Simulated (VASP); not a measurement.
Co4O5, 9 atoms in the cell. The cell holds a slab with vacuum, 9 atoms: a = 3.016 Å, b = 3.016 Å, c = 25.322 Å, α = 90.00°, β = 90.00°, γ = 90.00°. 

* Program: VASP 6.6.1
* Task: single point
* Functional: PBE
* Potentials or basis: VASP PAW PBE potentials, release 64 (Co, O)
* Cutoff: 520 eV
* k mesh: 10 × 10 × 1
* Occupations: gaussian, width 0.1 eV
* Spin: collinear spin, ferromagnetic start
* Starting moments: [2.66, 2.8, 2.71, 2.65, 0.32, 0.39, 0.39, 0.35, 2.0] μB
* Dipole correction: yes
* Further INCAR settings: ALGO = Normal; EDIFF = 1e-06; NBANDS = 47; NELMDL = -8

Potentials or basis: VASP PAW PBE potentials, release 64 (Co, O).

The run is started by

```sh
$ cat potpaw_PBE.64/Co/POTCAR potpaw_PBE.64/O/POTCAR > POTCAR
$ mpirun -np 4 vasp_std > vasp.out
```

Hardware: 4 MPI ranks on Intel(R) Xeon(R) 6975P-C (Granite Rapids), on a shared host.

Q: Estimate the wall time of this run.

A: Run time: 7.2 min on 4 MPI ranks on Intel(R) Xeon(R) 6975P-C (Granite Rapids), with other jobs on the host, peak memory 0.76 GiB a rank. Counts: scf iterations 67, k points 36.
